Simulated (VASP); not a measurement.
Wanted: the native input for a VASP 6.6.1 run.

| Item | Value |
| --- | --- |
| Task | single point |
| Functional | PBE |
| Potentials or basis | VASP PAW PBE potentials, release 64 (Nb_sv) |
| Cutoff | 500 eV |
| k mesh | 8 × 8 × 8 |
| Occupations | gaussian, width 0.1 eV |
| Spin | no spin polarisation |
| Dipole correction | no |
| Further INCAR settings | ALGO = Normal; EDIFF = 1e-06; NBANDS = 12 |

The structure of Nb lies in POSCAR:

```
Nb
1.0
   -1.6562621856      1.6562621856      1.6562621856
    1.6562621856     -1.6562621856      1.6562621856
    1.6562621856      1.6562621856     -1.6562621856
Nb
1
Direct
    0.0000000000      0.0000000000      0.0000000000
```

One way to write it, as run:

INCAR

```
PREC = Accurate ; ENCUT = 500
EDIFF = 1E-6 ; ISMEAR = 0
SIGMA = 0.1 ; LREAL = F
LASPH = T ; NELM = 120
ALGO = Normal ; ISIF = 2
LWAVE = F ; LCHARG = T
GGA = PE ; LELF = T
LVHAR = T ; NBANDS = 12
GGA_COMPAT = F
```

KPOINTS

```
Automatic mesh
0
Gamma
  8 8 8
```

Potentials or basis: VASP PAW PBE potentials, release 64 (Nb_sv).

The run is started by

```bash
$ cat potpaw_PBE.64/Nb_sv/POTCAR > POTCAR
$ mpirun -np 1 vasp_std > vasp.out
```

Results of the run:

* Pressure: -0.3 GPa

Run time: 5.1 s on 1 thread of Intel(R) Xeon(R) Platinum 8488C (Sapphire Rapids), on a shared host, peak memory 0.13 GiB.
